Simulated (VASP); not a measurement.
# NaF (Villiaumite) (Fm-3m) in VASP: further runs

Runs on NaF (Villiaumite). Level: r2SCAN. Tasks: single point.

All numbers are computed with VASP 6.6.1; they aren't measurements. Logs are shortened: lines on timing, memory, paths and dates and some standing lists are left out, and cuts for length are marked.

**1. The cell of the first run**

The structure is cubic, space group Fm-3m (No. 225). Conventional cell: a = 4.548 Å, b = 4.548 Å, c = 4.548 Å, α = 90.00°, β = 90.00°, γ = 90.00°. Na (site symmetry m-3m) has 6 F at 2.27 Å within 3.0 Å. Within 3.0 Å of F (site symmetry m-3m) lie 6 Na at 2.27 Å.

**2. Single point, r2SCAN (volume changed by -3%)**

POSCAR

```
NaF
1.0
    0.0000000000      2.2740357347      2.2740357347
    2.2740357347      0.0000000000      2.2740357347
    2.2740357347      2.2740357347      0.0000000000
Na F
1 1
Direct
    0.0000000000      0.0000000000      0.0000000000
    0.5000000000      0.5000000000      0.5000000000
```

INCAR.step1

```
  PREC = Accurate
  ENCUT = 520
  ISMEAR = 0
  SIGMA = 0.01
  LREAL = False
  LASPH = True
  NELM = 80
  NBANDS = 14
  GGA = PE
  ALGO = Normal
  EDIFF = 1E-4
  LWAVE = True
  LCHARG = False
```

INCAR.step2

```
  PREC = Accurate
  ENCUT = 520
  EDIFF = 1E-7
  ISMEAR = 0
  SIGMA = 0.01
  LREAL = False
  LASPH = True
  NELM = 80
  ALGO = Normal
  ISIF = 2
  LWAVE = False
  LCHARG = False
  METAGGA = R2SCAN
  LMIXTAU = True
  NBANDS = 14
  ISTART = 1
```

KPOINTS

```
Automatic mesh
0
Gamma
  8 8 8
```

Potentials or basis: VASP PAW PBE potentials, release 64 (Na_pv, F).

Launch:

```bash
> cat potpaw_PBE.64/Na_pv/POTCAR potpaw_PBE.64/F/POTCAR > POTCAR
> cp INCAR.step1 INCAR
> mpirun -np 1 vasp_std > vasp.out
> cp INCAR.step2 INCAR
> mpirun -np 1 vasp_std > vasp.out
```

OUTCAR:

```text
PREC = Accurate
   ENCUT = 520
   EDIFF = 1E-7
   ISMEAR = 0
   LREAL = False
   LASPH = True
   NELM = 80
   ISIF = 2
   METAGGA = R2SCAN
   ISTART = 1

 ion  position               nearest neighbor table
   1  0.000  0.000  0.000-   2 2.27   2 2.27   2 2.27   2 2.27   2 2.27   2 2.27
   2  0.500  0.500  0.500-   1 2.27   1 2.27   1 2.27   1 2.27   1 2.27   1 2.27

  LATTYP: Found a face centered cubic cell.
 ALAT       =     4.5480714694

  Lattice vectors:

 A1 = (   0.0000000000,   2.2740357347,   2.2740357347)
 A2 = (   2.2740357347,   0.0000000000,   2.2740357347)
 A3 = (   2.2740357347,   2.2740357347,   0.0000000000)

Analysis of symmetry for initial positions (statically):
=====================================================================
 Subroutine PRICEL returns:
 Original cell was already a primitive cell.

 Routine SETGRP: Setting up the symmetry group for a
 face centered cubic supercell.

 Subroutine GETGRP returns: Found 48 space group operations
 (whereof 48 operations were pure point group operations)
 out of a pool of 48 trial point group operations.

The static configuration has the point symmetry O_h .

Analysis of symmetry for dynamics (positions and initial velocities):
=====================================================================
 Subroutine PRICEL returns:
 Original cell was already a primitive cell.

 Routine SETGRP: Setting up the symmetry group for a
 face centered cubic supercell.

 Subroutine GETGRP returns: Found 48 space group operations
 (whereof 48 operations were pure point group operations)
 out of a pool of 48 trial point group operations.

The dynamic configuration has the point symmetry O_h .

 Subroutine INISYM returns: Found 48 space group operations
 (whereof 48 operations are pure point group operations),
 and found     1 'primitive' translations

----------------------------------------------------------------------------------------

                                     Primitive cell

  volume of cell :      23.5192

  direct lattice vectors                    reciprocal lattice vectors
     0.000000000  2.274035735  2.274035735    -0.219873414  0.219873414  0.219873414
     2.274035735  0.000000000  2.274035735     0.219873414 -0.219873414  0.219873414
     2.274035735  2.274035735  0.000000000     0.219873414  0.219873414 -0.219873414

  length of vectors
     3.215972177  3.215972177  3.215972177     0.380831924  0.380831924  0.380831924

  position of ions in fractional coordinates (direct lattice)
     0.000000000  0.000000000  0.000000000
     0.500000000  0.500000000  0.500000000

  ion indices of the primitive-cell ions
[... 88 lines left out ...]
   EMIN   =  10.00;   EMAX   =-10.00  energy-range for DOS
   EFERMI =   0.00;   METHOD = LEGACY
   ISMEAR =     0;   SIGMA  =   0.01  broadening in eV -4-tet -1-fermi 0-gaus
   EFERMI_NEDOS =   21; number of points for ismear=-14 and -15
   IALGO  =     38    algorithm
   IMIX   =      4    mixing-type and parameters
     AMIX     =   0.40;   BMIX     =  1.00
     AMIX_MAG =   1.60;   BMIX_MAG =  1.00
  volume/ion in A,a.u.               =      11.76        79.36
  Fermi-wavevector in a.u.,A,eV,Ry     =   1.377136  2.602410 25.803505  1.896504
  Thomas-Fermi vector in A             =   2.502317
   LORBIT       =      0    0 simple, 1 ext, 2 COOP (PROOUT), +10 PAW based schemes
   METAGGA = R2SCAN    functional components
   LHFCALC =     F    Hartree Fock is set to
   AEXX    =    0.0000 exact exchange contribution
   IVDW    =     0    specifies the selected vdW correction
   LEPSILON=     F    determine dielectric tensor
   LRPA    =     F    only Hartree local field effects (RPA)
 non-spin polarized calculation
 Gauss-broadening in eV      SIGMA  =   0.01
  energy-cutoff  :      520.00
  volume of cell :       23.52
 maximum number of plane-waves:       648
   NGX = 11   NGY = 11   NGZ = 11

 number of electron      14.0000004 magnetization

 Free energy of the ion-electron system (eV)
  ---------------------------------------------------
  ext. energy  EPLUGINS =         0.00000000
  ---------------------------------------------------
  free energy    TOTEN  =       -12.60226264 eV

  energy without entropy =      -12.60226264  energy(sigma->0) =      -12.60226264

 E-fermi :  -2.4240     XC(G=0): -10.0763

 val. band max:       -2.4794619084   @ k =   0.0000   0.0000   0.0000
 cond. band min:       5.0214198738   @ k =   0.0000   0.0000   0.0000
 fundamental gap:      7.5008817823
 Fermi energy:        -2.4240493091

 k-point     1 :       0.0000    0.0000    0.0000
  band No.  band energies     occupation
      1     -22.8717      2.00000
      2     -21.8101      2.00000
      3     -21.8097      2.00000
      4     -21.8097      2.00000
      5      -2.4795      2.00000
      6      -2.4795      2.00000
      7      -2.4795      2.00000
      8       5.0214      0.00000
      9      17.7104      0.00000
     10      17.7104      0.00000
     11      17.7104      0.00000
     12      20.5026      0.00000
     13      23.1591      0.00000
     14      23.1591      0.00000
[... 377 lines left out ...]
      1     -23.0808      2.00000
      2     -21.8717      2.00000
      3     -21.8453      2.00000
      4     -21.4224      2.00000
      5      -3.8609      2.00000
      6      -3.1046      2.00000
      7      -2.8567      2.00000
      8      10.5450      0.00000
      9      11.6196      0.00000
     10      16.5342      0.00000
     11      18.3510      0.00000
     12      21.4258      0.00000
     13      22.4999      0.00000
     14      27.6592      0.00000

 [... further k-points ...]

------------------------ aborting loop because EDIFF is reached ----------------------------------------

  FORCE on cell =-STRESS in cart. coord.  units (eV):
  Direction    XX          YY          ZZ          XY          YZ          ZX
  --------------------------------------------------------------------------------------
  -------------------------------------------------------------------------------------
  Total        0.1470881      0.1470881      0.1470881      0.0000000     -0.0000000      0.0000000
  in kB       10.0199658     10.0199658     10.0199658      0.0000000     -0.0000000      0.0000000
  external PRESSURE =      10.0199658 kB  Pullay stress =       0.0000000 kB

 VOLUME and BASIS-vectors are now :
 -----------------------------------------------------------------------------
  energy-cutoff  :      520.00
  volume of cell :       23.52
      direct lattice vectors                 reciprocal lattice vectors
     0.000000000  2.274035735  2.274035735    -0.219873414  0.219873414  0.219873414
     2.274035735  0.000000000  2.274035735     0.219873414 -0.219873414  0.219873414
     2.274035735  2.274035735  0.000000000     0.219873414  0.219873414 -0.219873414

 POSITION                                       TOTAL-FORCE (eV/Angst)
 -----------------------------------------------------------------------------------
      0.00000      0.00000      0.00000         0.000000     -0.000000      0.000000
      2.27404      2.27404      2.27404        -0.000000      0.000000     -0.000000
 -----------------------------------------------------------------------------------
    total drift:                                0.000000     -0.000000      0.000000

  FREE ENERGIE OF THE ION-ELECTRON SYSTEM (eV)
  ---------------------------------------------------
  free  energy   TOTEN  =       -12.6022626352 eV

  energy  without entropy=      -12.6022626352  energy(sigma->0) =      -12.60226264
```

Run time: 25 s. Hardware: 1 thread of AMD EPYC 9R45 (Zen 5), shared host; peak memory 0.11 GiB.

What came out:

- Free energy: -12.6023 eV
- Pressure: 1.0 GPa
- Band gap on the k mesh: 7.50 eV, direct

Caveat: the PAW data sets were made with another functional, which shifts forces and pressure a little.

(Part 1 of 2 ends here.)
